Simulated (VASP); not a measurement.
Wanted: the native input for a VASP 6.6.1 run.

```yaml
Task: single point
Functional: PBEsol
Potentials_or_basis: VASP PAW PBE potentials, release 64 (Mo_sv, S)
Cutoff: 520 eV
k_mesh: 12 × 12 × 2
Occupations: methfessel-paxton, width 0.175 eV
Spin: no spin polarisation
Dipole_correction: no
Further_INCAR_settings: ALGO = Normal; EDIFF = 1e-06; NBANDS = 35
```

The structure of MoS2 lies in POSCAR:

```
MoS2
1.0
    2.9846000000      0.0000000000      0.0000000000
   -1.4923000000      2.5847394201      0.0000000000
    0.0000000000      0.0000000000     12.9474000000
Mo S
2 4
Direct
    0.3333333333      0.6666666667      0.2500000000
    0.6666666667      0.3333333333      0.7500000000
    0.3333333333      0.6666666667      0.6259932117
    0.6666666667      0.3333333333      0.1259932117
    0.3333333333      0.6666666667      0.8740067883
    0.6666666667      0.3333333333      0.3740067883
```

These files were run (other wordings do the same):

INCAR

```
SYSTEM = MoS2
ALGO = Normal ; EDIFF = 1E-6
ENCUT = 520 ; GGA = PS
ISIF = 2 ; ISMEAR = 1
LASPH = .True. ; LCHARG = .False.
LREAL = .False. ; LWAVE = .False.
NBANDS = 35 ; NELM = 80
PREC = Accurate ; SIGMA = 0.175
```

KPOINTS

```
k-points
0
Gamma
  12 12 2
  0 0 0
```

Potentials or basis: VASP PAW PBE potentials, release 64 (Mo_sv, S).

The run is started by

```bash
$ cat potpaw_PBE.64/Mo_sv/POTCAR potpaw_PBE.64/S/POTCAR > POTCAR
$ mpirun -np 1 vasp_std > vasp.out
```

It gave:

```json
{"Pressure": "12.3 GPa", "Largest force": "0.249 eV/Å", "Band gap on the k mesh": "1.22 eV (least direct gap 2.06 eV)"}
```

Caveat: the stress differs along the axes, from 2 to 17 GPa; the PAW data sets were made with another functional, which shifts forces and pressure a little; this functional lacks dispersion, which binds layers or chains, so the pressure and a relaxed spacing across them are unreliable.

Wall time 2.1 min on 1 thread of AMD EPYC 9R14 (Zen 4) (shared host), peak memory 0.24 GiB.
